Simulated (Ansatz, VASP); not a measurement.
**Mg5CdS6 in VASP and in Ansatz**

INCAR

```
PREC = Accurate
ENCUT = 520
EDIFF = 1E-6
ISMEAR = 0
SIGMA = 0.1
LREAL = F
LASPH = T
NELM = 60
ALGO = Normal
ISIF = 2
LWAVE = F
LCHARG = F
GGA = PE
NBANDS = 41
```

KPOINTS

```
Automatic mesh
0
Gamma
  6 6 1
```

POSCAR

```
Mg5CdS6
1.0
    3.8946679800      0.0000000000      0.0000000000
   -1.9473339900      3.3728814100      0.0000000000
    0.0000000000      0.0000000000     19.0798985100
Mg Cd S
5 1 6
Direct
    0.3333333300      0.6666666700      0.8333333300
    0.0000000000      0.0000000000      0.0000000000
    0.6666666700      0.3333333300      0.1666666700
    0.3333333300      0.6666666700      0.3333333300
    0.6666666700      0.3333333300      0.6666666700
    0.0000000000      0.0000000000      0.5000000000
    0.6666666700      0.3333333300      0.9166666700
    0.3333333300      0.6666666700      0.0833333300
    0.0000000000      0.0000000000      0.2500000000
    0.6666666700      0.3333333300      0.4166666700
    0.3333333300      0.6666666700      0.5833333300
    0.0000000000      0.0000000000      0.7500000000
```

Input for Ansatz:

```yaml
crystal:
  lattice:
    - [3.89466798, 0.0, 0.0]
    - [-1.94733399, 3.37288141, 0.0]
    - [0.0, 0.0, 19.07989851]
  atoms:
    - { symbol: Mg, position: [0.33333333, 0.66666667, 0.83333333] }
    - { symbol: Mg, position: [0.0, 0.0, 0.0] }
    - { symbol: Mg, position: [0.66666667, 0.33333333, 0.16666667] }
    - { symbol: Mg, position: [0.33333333, 0.66666667, 0.33333333] }
    - { symbol: Mg, position: [0.66666667, 0.33333333, 0.66666667] }
    - { symbol: Cd, position: [0.0, 0.0, 0.5] }
    - { symbol: S, position: [0.66666667, 0.33333333, 0.91666667] }
    - { symbol: S, position: [0.33333333, 0.66666667, 0.08333333] }
    - { symbol: S, position: [0.0, 0.0, 0.25] }
    - { symbol: S, position: [0.66666667, 0.33333333, 0.41666667] }
    - { symbol: S, position: [0.33333333, 0.66666667, 0.58333333] }
    - { symbol: S, position: [0.0, 0.0, 0.75] }
basis:
  ecutwfc: 420
kpoints:
  mp_grid: { grid: [6, 6, 1] }
hamiltonian:
  xc: pbe
scf:
  occupations: { method: gaussian, width: 0.1 }
  lower_state_search: "off"
output:
  forces: true
  stress: true
  eigenvalues: true
```

Alike in both runs: task single point; functional PBE; k mesh 6 × 6 × 1; occupations gaussian, width 0.1 eV; no spin polarisation.

|  | VASP | Ansatz |
| --- | --- | --- |
| version | VASP 6.6.1 | Ansatz 0.2.0 |
| potentials or method | VASP PAW PBE potentials, release 64 (Mg, Cd, S), cutoff 520 eV | scalar-relativistic, plane waves, PAW |
| valence electrons in the cell | 58 | 106 |

```tsv
	VASP	Ansatz	Ansatz less VASP
gap on the k mesh at the Fermi level (eV)	1.80	1.82	+0.014
least direct gap on the mesh (eV)	2.10	2.12	+0.014
pressure (GPa)	-7.1	-7.0	+0.13
traceless stress, the component that is largest in VASP (GPa)	-0.06	-0.06	0.000
rms of the force components (eV/Å)	0.139	0.129	-0.0100
```

Atom by atom the forces differ by 0.010 eV/Å (rms over components). VASP's potentials hold 58 valence electrons a cell and Ansatz's 106, so a difference there can come from the potentials and not from the codes.
